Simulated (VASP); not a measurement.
Write the native input for VASP 6.6.1 that does the following.

```yaml
Task: single point
Functional: LDA
Potentials_or_basis: VASP PAW LDA potentials, release 64 (Cd, O)
Cutoff: 520 eV
k_mesh: 2 × 2 × 1
Occupations: fermi-dirac, width 0.05 eV
Spin: no spin polarisation
Dipole_correction: no
Further_INCAR_settings: LREAL = Auto; ALGO = Normal; EDIFF = 1e-07; NBANDS = 92
```

The structure of Cd9O8 lies in POSCAR:

```
Cd9O8
1.0
    6.6892300000      0.0000000000      0.0000000000
    3.3446150000      5.7930430000      0.0000000000
    0.0000000000      0.0000000000     15.0963000000
Cd O
9 8
Direct
    0.0000000000      0.0000000000      0.0662413969
    0.0000007345      0.4999962887      0.0662413969
    0.4999977576      0.0000000000      0.0662413969
    0.4999984921      0.4999962887      0.0662413969
    0.5889311597      0.7009787430      0.3499599240
    0.5883898861      0.2260124774      0.2459543067
    0.0964220212      0.7224182524      0.2915681326
    0.1793076643      0.1432062562      0.2502070044
    0.1992333109      0.4063494782      0.4329603943
    0.2990516866      0.8537827183      0.1194531110
    0.2948719835      0.3274617502      0.1728503011
    0.8537830903      0.8122156179      0.1070063525
    0.8269022015      0.2966144046     -0.0040738459
   -0.0696748176      0.5725833556      0.3311606155
   -0.1058099487      0.1128940351      0.2926942363
    0.4229757095      0.5139958395      0.3469525645
    0.4529983029      1.0637069326      0.3438259706
```

The input as run:

INCAR

```
SYSTEM = Cd9O8
PREC = Accurate ; ENCUT = 520
EDIFF = 1E-7 ; ISMEAR = -1
SIGMA = 0.05 ; LREAL = Auto
LASPH = .True. ; NELM = 80
ALGO = Normal ; ISIF = 2
LWAVE = .False. ; LCHARG = .True.
GGA = CA ; LELF = .True.
LVHAR = .True. ; NBANDS = 92
```

KPOINTS

```
Automatic mesh
0
Gamma
  2 2 1
  0 0 0
```

Potentials or basis: VASP PAW LDA potentials, release 64 (Cd, O).

Run with:

```console
$ cat potpaw_LDA.64/Cd/POTCAR potpaw_LDA.64/O/POTCAR > POTCAR
$ mpirun -np 1 vasp_std > vasp.out
```

Results of the run:

* Largest force: 4.085 eV/Å
* Band gap on the k mesh: zero (bands 78 and 79 overlap by 0.07 eV)

Caveat: the k points lie up to 0.54 Å⁻¹ apart; the atoms stand as in a frame of molecular dynamics; there is no dipole correction, which matters where the two faces differ.

It took 7.2 min on 1 thread of Intel(R) Xeon(R) Platinum 8488C (Sapphire Rapids), with other jobs on the host, peak memory 0.53 GiB.
